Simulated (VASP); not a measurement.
A run of VASP 6.6.1 is set up as follows.

The input INCAR:

```
SYSTEM = W
ALGO     = Fast           ! electronic algorithm
EDIFF    = 1E-6           ! SCF threshold, eV
ENCUT    = 520            ! plane-wave cutoff, eV
GGA      = PE             ! functional
ISIF     = 2              ! what is computed and relaxed
ISMEAR   = -1             ! smearing method
LASPH    = .True.         ! aspherical terms in the spheres
LCHARG   = .False.        ! write CHGCAR
LREAL    = .False.        ! projectors in reciprocal space
LWAVE    = .False.        ! write WAVECAR
NBANDS   = 13             ! bands
NELM     = 60             ! most SCF steps
PREC     = Accurate       ! precision mode
SIGMA    = 0.15           ! smearing width, eV
```

KPOINTS

```
k-points
0
Gamma
  20 20 20
  0 0 0
```

Contents of POSCAR:

```
W
1.0
    0.0000000000      2.0194583322      2.0194583322
    2.0194583322      0.0000000000      2.0194583322
    2.0194583322      2.0194583322      0.0000000000
W
1
Direct
    0.0000000000      0.0000000000      0.0000000000
```

Potentials or basis: VASP PAW PBE potentials, release 64 (W_sv).

Command:

```console
$ cat potpaw_PBE.64/W_sv/POTCAR > POTCAR
$ mpirun -np 1 vasp_std > vasp.out
```

(1) Estimate the pressure.

(2) What does it give for the band gap on the k mesh?

Results:

(1) 0.4 GPa.

(2) zero (bands 7 and 8 overlap by 3.58 eV).

Caveat: spin-orbit coupling is left out, which moves the levels of the heavy elements.
